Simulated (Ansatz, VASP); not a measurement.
Rh: VASP beside Ansatz

```
CELL_PARAMETERS angstrom
-1.33075 1.33075 2.02454
1.33075 -1.33075 2.02454
1.33075 1.33075 -2.02454
ATOMIC_POSITIONS crystal
Rh 0.00000 0.00000 0.00000
```

Alike in both runs: task single point; functional PBEsol; k mesh 10 × 10 × 10; occupations gaussian, width 0.1 eV; no spin polarisation.

|  | VASP | Ansatz |
| --- | --- | --- |
| version | VASP 6.6.1 | Ansatz 0.2.0 |
| potentials or method | VASP PAW PBE potentials, release 64 (Rh_pv), cutoff 500 eV | scalar-relativistic, plane waves, PAW |
| valence electrons in the cell | 15 | 17 |

|  | VASP | Ansatz | Ansatz less VASP |
| --- | --- | --- | --- |
| gap on the k mesh at the Fermi level (eV) | none | none | - |
| pressure (GPa) | -14.6 | -14.5 | +0.03 |
| traceless stress, the component that is largest in VASP (GPa) | -10.42 | -10.46 | -0.039 |

VASP's potentials were made for PBE, not for PBEsol. A gap of «none» marks a metal or a gap that the smearing closes. VASP's potentials hold 15 valence electrons a cell and Ansatz's 17, so a difference there can come from the potentials and not from the codes.
